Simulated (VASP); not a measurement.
# Ta in VASP: further runs

Ta is run at these levels: PBEsol; tasks: single point, relaxation of cell and atoms.

All numbers are computed with VASP 6.6.1; they aren't measurements. Logs are shortened: lines on timing, memory, paths and dates and some standing lists are left out, and cuts for length are marked.

## 1. The cell of the first run

The cell holds a wire or tube with vacuum around it, 4 atoms: a = 22.709 Å, b = 22.709 Å, c = 2.353 Å, α = 90.00°, β = 90.00°, γ = 90.00°.

## 2. Single point, PBEsol

File INCAR:

```
PREC = Accurate
ENCUT = 520
EDIFF = 1E-7
ISMEAR = -1
SIGMA = 0.15
LREAL = False
LASPH = True
NELM = 60
ALGO = Normal
ISIF = 2
LWAVE = False
LCHARG = True
GGA = PS
LELF = True
LVHAR = True
NBANDS = 30
```

File KPOINTS:

```
regular mesh
0
Gamma
  1 1 9
```

File POSCAR:

```
Ta
1.0
   22.7090094870      0.0000000000      0.0000000000
    0.0000000000     22.7090094870      0.0000000000
    0.0000000000      0.0000000000      2.3527078788
Ta
4
Direct
    0.3186280832      0.8186280832      0.0000000000
    0.6813719168      0.1813719168      0.0000000000
    0.1813719168      0.3186280832      0.0000000000
    0.8186280832      0.6813719168      0.0000000000
```

Potentials or basis: VASP PAW PBE potentials, release 64 (Ta_pv).

The run is started by

```
$ cat potpaw_PBE.64/Ta_pv/POTCAR > POTCAR
$ mpirun -np 1 vasp_std > vasp.out
```

OUTCAR:

```text
PREC = Accurate
   ENCUT = 520
   EDIFF = 1E-7
   ISMEAR = -1
   LREAL = False
   LASPH = True
   NELM = 60
   ISIF = 2
   GGA = PS

 ion  position               nearest neighbor table
   1  0.319  0.819  0.000-
   2  0.681  0.181  0.000-
   3  0.181  0.319  0.000-
   4  0.819  0.681  0.000-

  LATTYP: Found a simple tetragonal cell.
 ALAT       =    22.7090094870
 C/A-ratio  =     0.1036023998

  Lattice vectors:

 A1 = (  22.7090094870,   0.0000000000,   0.0000000000)
 A2 = (   0.0000000000,  22.7090094870,   0.0000000000)
 A3 = (   0.0000000000,   0.0000000000,   2.3527078788)

Analysis of symmetry for initial positions (statically):
=====================================================================
 Subroutine PRICEL returns:
 Original cell was already a primitive cell.

 Routine SETGRP: Setting up the symmetry group for a
 simple tetragonal supercell.

 Subroutine GETGRP returns: Found 16 space group operations
 (whereof  8 operations were pure point group operations)
 out of a pool of 16 trial point group operations.

The static configuration has the point symmetry C_4h.
 The point group associated with its full space group is D_4h.

Analysis of symmetry for dynamics (positions and initial velocities):
=====================================================================
 Subroutine PRICEL returns:
 Original cell was already a primitive cell.

 Routine SETGRP: Setting up the symmetry group for a
 simple tetragonal supercell.

 Subroutine GETGRP returns: Found 16 space group operations
 (whereof  8 operations were pure point group operations)
 out of a pool of 16 trial point group operations.

The dynamic configuration has the point symmetry C_4h.
 The point group associated with its full space group is D_4h.

 Subroutine INISYM returns: Found 16 space group operations
 (whereof  8 operations are pure point group operations),
 and found     1 'primitive' translations

----------------------------------------------------------------------------------------

                                     Primitive cell

  volume of cell :    1213.2894

  direct lattice vectors                    reciprocal lattice vectors
    22.709009487  0.000000000  0.000000000     0.044035386  0.000000000  0.000000000
     0.000000000 22.709009487  0.000000000     0.000000000  0.044035386  0.000000000
     0.000000000  0.000000000  2.352707879     0.000000000  0.000000000  0.425042144

  length of vectors
    22.709009487 22.709009487  2.352707879     0.044035386  0.044035386  0.425042144

  position of ions in fractional coordinates (direct lattice)
     0.318628083  0.818628083  0.000000000
     0.681371917  0.181371917  0.000000000
     0.181371917  0.318628083  0.000000000
     0.818628083  0.681371917  0.000000000

  ion indices of the primitive-cell ions
   primitive index   ion index
                 1           1
                 2           2
                 3           3
                 4           4

----------------------------------------------------------------------------------------

 KPOINTS: regular mesh

Automatic generation of k-mesh.
 Grid dimensions read from file:
 generate k-points for:    1    1    9

 Generating k-lattice:

  Cartesian coordinates                     Fractional coordinates (reciprocal lattice)
     0.044035386  0.000000000  0.000000000     1.000000000  0.000000000  0.000000000
     0.000000000  0.044035386  0.000000000     0.000000000  1.000000000  0.000000000
     0.000000000  0.000000000  0.047226905     0.000000000  0.000000000  0.111111111

  Length of vectors
     0.044035386  0.044035386  0.047226905

  Shift w.r.t. Gamma in fractional coordinates (k-lattice)
     0.000000000  0.000000000  0.000000000

 Subroutine IBZKPT returns following result:
 ===========================================

 Found      5 irreducible k-points:

 Following reciprocal coordinates:
            Coordinates               Weight
  0.000000  0.000000  0.000000      1.000000
  0.000000  0.000000  0.111111      2.000000
  0.000000  0.000000  0.222222      2.000000
  0.000000  0.000000  0.333333      2.000000
  0.000000  0.000000  0.444444      2.000000
   k-points           NKPTS =      5   k-points in BZ     NKDIM =      5   number of bands    NBANDS=     30
   number of dos      NEDOS =    301   number of ions     NIONS =      4
   total plane-waves  NPLWV = 583200
   dimension x,y,z NGX =   180 NGY =  180 NGZ =   18
   dimension x,y,z NGXF=   360 NGYF=  360 NGZF=   36
   ions per type =               4
   NGX,Y,Z   is equivalent  to a cutoff of  13.18, 13.18, 12.72 a.u.
   NGXF,Y,Z  is equivalent  to a cutoff of  26.35, 26.35, 25.44 a.u.
 SYSTEM =  unknown system
   PREC   = accura    normal or accurate (medium, high low for compatibility)
   ISTART =      0    job   : 0-new  1-cont  2-samecut
   ICHARG =      2    charge: 1-file 2-atom 10-const
   ISPIN  =      1    spin polarized calculation?
   LNONCOLLINEAR =      F non collinear calculations
   LSORBIT =      F    spin-orbit coupling
   LASPH  =      T    aspherical Exc in radial PAW
   ENCUT  =  520.0 eV  38.22 Ry    6.18 a.u.  42.22 42.22  4.37*2*pi/ulx,y,z
   NELM   =     60;   NELMIN=  2; NELMDL= -5     # of ELM steps
   EDIFF  = 0.1E-06   stopping-criterion for ELM
   LREAL  =      F    real-space projection
   EDIFFG = 0.1E-05   stopping-criterion for IOM
   NSW    =      0    number of steps for IOM
   IBRION =     -1    ionic relax: 0-MD 1-quasi-New 2-CG
   NFREE  =      0    steps in history (QN), initial steepest desc. (CG)
   ISIF   =      2    stress and relaxation
   ISYM   =      2    0-nonsym 1-usesym 2-fastsym
   POTIM  = 0.5000    time-step for ionic-motion
   TEBEG  =    0.0;   TEEND  =   0.0 temperature during run
   PSTRESS=    0.0 pullay stress
   NELECT =      44.0000    total number of electrons
   NUPDOWN=      -1.0000    fix difference up-down
   EMIN   =  10.00;   EMAX   =-10.00  energy-range for DOS
   EFERMI =   0.00;   METHOD = LEGACY
   ISMEAR =    -1;   SIGMA  =   0.15  broadening in eV -4-tet -1-fermi 0-gaus
   EFERMI_NEDOS =   21; number of points for ismear=-14 and -15
   IALGO  =     38    algorithm
   IMIX   =      4    mixing-type and parameters
     AMIX     =   0.40;   BMIX     =  1.00
     AMIX_MAG =   1.60;   BMIX_MAG =  1.00
  volume/ion in A,a.u.               =     303.32      2046.92
  Fermi-wavevector in a.u.,A,eV,Ry     =   0.541881  1.024007  3.995153  0.293635
  Thomas-Fermi vector in A             =   1.569662
   LORBIT       =      0    0 simple, 1 ext, 2 COOP (PROOUT), +10 PAW based schemes
   GGA     = PS    functional components
   LHFCALC =     F    Hartree Fock is set to
   AEXX    =    0.0000 exact exchange contribution
   IVDW    =     0    specifies the selected vdW correction
   LEPSILON=     F    determine dielectric tensor
   LRPA    =     F    only Hartree local field effects (RPA)
 non-spin polarized calculation
  energy-cutoff  :      520.00
  volume of cell :     1213.29
 maximum number of plane-waves:     32861
 NGX is ok and might be reduce to   180
   NGX = 85   NGY = 85   NGZ =  9

 number of electron      44.0000003 magnetization

 Free energy of the ion-electron system (eV)
  ---------------------------------------------------
  ext. energy  EPLUGINS =         0.00000000
  ---------------------------------------------------
  free energy    TOTEN  =       -28.19165801 eV

  energy without entropy =      -27.27902853  energy(sigma->0) =      -27.73534327

 E-fermi :  -3.5064     XC(G=0):  -1.8993

 val. band max:       -3.6490715506   @ k =   0.0000   0.0000   0.1111
 cond. band min:      -3.3860233452   @ k =   0.0000   0.0000   0.2222
 fundamental gap:      0.2630482053
 Fermi energy:        -3.5064036259

 k-point     1 :       0.0000    0.0000    0.0000
  band No.  band energies     occupation
      1     -38.3593      2.00000
      2     -38.3593      2.00000
      3     -38.3593      2.00000
      4     -38.3593      2.00000
      5     -38.3593      2.00000
      6     -38.3593      2.00000
[... 22 lines left out ...]
     29      -2.1419      0.00022
     30      -2.1368      0.00022

 k-point     2 :       0.0000    0.0000    0.1111
  band No.  band energies     occupation
      1     -38.3022      2.00000
      2     -38.3022      2.00000
      3     -38.3022      2.00000
      4     -38.3022      2.00000
      5     -38.3022      2.00000
      6     -38.3022      2.00000
[... 22 lines left out ...]
     29      -2.2693      0.00052
     30      -2.2679      0.00052

 k-point     3 :       0.0000    0.0000    0.2222
  band No.  band energies     occupation
      1     -38.1550      2.00000
      2     -38.1550      2.00000
      3     -38.1550      2.00000
      4     -38.1550      2.00000
      5     -38.1550      2.00000
      6     -38.1550      2.00000
[... 22 lines left out ...]
     29      -2.9936      0.06345
     30      -2.9936      0.06343

 k-point     4 :       0.0000    0.0000    0.3333
  band No.  band energies     occupation
      1     -39.1063      2.00000
      2     -39.1063      2.00000
      3     -39.1063      2.00000
      4     -39.1063      2.00000
      5     -37.9825      2.00000
      6     -37.9825      2.00000
[... 22 lines left out ...]
     29      -2.0986      0.00017
     30      -2.0986      0.00017

 k-point     5 :       0.0000    0.0000    0.4444
  band No.  band energies     occupation
      1     -39.8310      2.00000
      2     -39.8310      2.00000
      3     -39.8310      2.00000
      4     -39.8310      2.00000
      5     -37.8668      2.00000
      6     -37.8668      2.00000
[... 22 lines left out ...]
     29      -1.3790      0.00000
     30      -1.3790      0.00000

------------------------ aborting loop because EDIFF is reached ----------------------------------------

  FORCE on cell =-STRESS in cart. coord.  units (eV):
  Direction    XX          YY          ZZ          XY          YZ          ZX
  --------------------------------------------------------------------------------------
  -------------------------------------------------------------------------------------
  Total       -0.0227177     -0.0227177      0.5875522      0.0000000      0.0000000      0.0000000
  in kB       -0.0299993     -0.0299993      0.7758765      0.0000000      0.0000000      0.0000000
  external PRESSURE =       0.2386260 kB  Pullay stress =       0.0000000 kB

 VOLUME and BASIS-vectors are now :
 -----------------------------------------------------------------------------
  energy-cutoff  :      520.00
  volume of cell :     1213.29
      direct lattice vectors                 reciprocal lattice vectors
    22.709009487  0.000000000  0.000000000     0.044035386  0.000000000  0.000000000
     0.000000000 22.709009487  0.000000000     0.000000000  0.044035386  0.000000000
     0.000000000  0.000000000  2.352707879     0.000000000  0.000000000  0.425042144

 POSITION                                       TOTAL-FORCE (eV/Angst)
 -----------------------------------------------------------------------------------
      7.23573     18.59023      0.00000        -0.000274     -0.000274     -0.000000
     15.47328      4.11878      0.00000         0.000274      0.000274     -0.000000
      4.11878      7.23573      0.00000         0.000274     -0.000274     -0.000000
     18.59023     15.47328      0.00000        -0.000274      0.000274      0.000000
 -----------------------------------------------------------------------------------
    total drift:                                0.000000      0.000000     -0.000000

  FREE ENERGIE OF THE ION-ELECTRON SYSTEM (eV)
  ---------------------------------------------------
  free  energy   TOTEN  =       -28.1916580053 eV

  energy  without entropy=      -27.2790285301  energy(sigma->0) =      -27.73534327
```

Wall time 7.2 min (1 thread of Intel Xeon 6975P-C (Granite Rapids), shared host); peak memory 1.1 GiB.

Results:

* Free energy: -28.1917 eV
* Band gap on the k mesh: zero (bands 22 and 23 overlap by 2.23 eV)

Caveat: the highest band is partly filled, so the run has too few bands; the PAW data sets were made with another functional, which shifts forces and pressure a little; spin-orbit coupling is left out, which moves the levels of the heavy elements.

## 3. Relaxation of cell and atoms, PBEsol

This run uses another cell than the first one.

File INCAR:

```
ALGO     = Normal         # electronic algorithm
EDIFF    = 1E-6           # SCF threshold, eV
EDIFFG   = -0.005         # ionic threshold
ENCUT    = 600            # plane-wave cutoff, eV
GGA      = PS             # functional
IBRION   = 2              # ionic algorithm
ISIF     = 3              # what is computed and relaxed
ISMEAR   = -1             # smearing method
LASPH    = T              # aspherical terms in the spheres
LCHARG   = F              # write CHGCAR
LREAL    = F              # projectors in reciprocal space
LWAVE    = F              # write WAVECAR
NELM     = 60             # most SCF steps
NSW      = 80             # ionic steps
PREC     = Accurate       # precision mode
SIGMA    = 0.15           # smearing width, eV
```

File KPOINTS:

```
k-points
0
Gamma
  1 1 9
```

File POSCAR:

```
Ta
1.0
   22.7091107600      0.0000000000      0.0000000000
    0.0000000000     22.7091107600      0.0000000000
    0.0000000000      0.0000000000      2.3772801000
Ta
4
Direct
    0.3186285300      0.8186285300      0.0000000000
    0.6813714700      0.1813714700      0.0000000000
    0.1813714700      0.3186285300      0.0000000000
    0.8186285300      0.6813714700      0.0000000000
```

Potentials or basis: VASP PAW PBE potentials, release 64 (Ta_pv).

The run is started by

```
$ cat potpaw_PBE.64/Ta_pv/POTCAR > POTCAR
$ mpirun -np 1 vasp_std > vasp.out
```

It took 9.2 min on 1 thread of Intel Xeon 6975P-C (Granite Rapids), shared host; peak memory 1.4 GiB.

It converged, with:

```yaml
Free_energy: -27.7901 eV
Relaxed_cell: a = 22.708 Å, b = 22.708 Å, c = 2.380 Å, α = 90.00°, β = 90.00°, γ = 90.00°
Space_group_after_relaxing_to_0.1_Å: P4/mbm (No. 127)
Energy_gained_by_relaxing: 0.1 meV/atom
Ionic_steps: 3
```

The path:
```
step  energy change (eV)  largest force (eV/Å)  pressure (GPa)  volume (Å³)
   1              0.0000                0.0003            0.01      1225.97
   2              0.0009                0.0003           -0.04      1230.69
   3             -0.0002                0.0004            0.00      1227.35
```

Final structure:
```cif
data_structure
_symmetry_space_group_name_H-M 'P 1'
_symmetry_Int_Tables_number 1
_cell_length_a 22.7084
_cell_length_b 22.7084
_cell_length_c 2.3801
_cell_angle_alpha 90.000
_cell_angle_beta 90.000
_cell_angle_gamma 90.000
_cell_volume 1227.35
loop_
_atom_site_label
_atom_site_type_symbol
_atom_site_fract_x
_atom_site_fract_y
_atom_site_fract_z
_atom_site_occupancy
Ta1 Ta 0.31863 0.81863 0.00000 1
Ta2 Ta 0.68137 0.18137 0.00000 1
Ta3 Ta 0.18137 0.31863 0.00000 1
Ta4 Ta 0.81863 0.68137 0.00000 1
```

Levels at points of the mesh, in eV from the Fermi level:
| k point | band 16 | band 17 | band 18 | band 19 | band 20 | band 21 | band 22 | band 23 | band 24 | band 25 |
| --- | --- | --- | --- | --- | --- | --- | --- | --- | --- | --- |
| (0.00, 0.00, 0.00) | -4.64 | -1.99 | -1.99 | -1.99 | -1.99 | -0.46 | -0.46 | -0.46 | -0.46 | -0.46 |

Caveat: the highest band is partly filled, so the run has too few bands; the PAW data sets were made with another functional, which shifts forces and pressure a little; spin-orbit coupling is left out, which moves the levels of the heavy elements.

The gap in the log of VASP goes by the Fermi energy; the results here count the filled bands.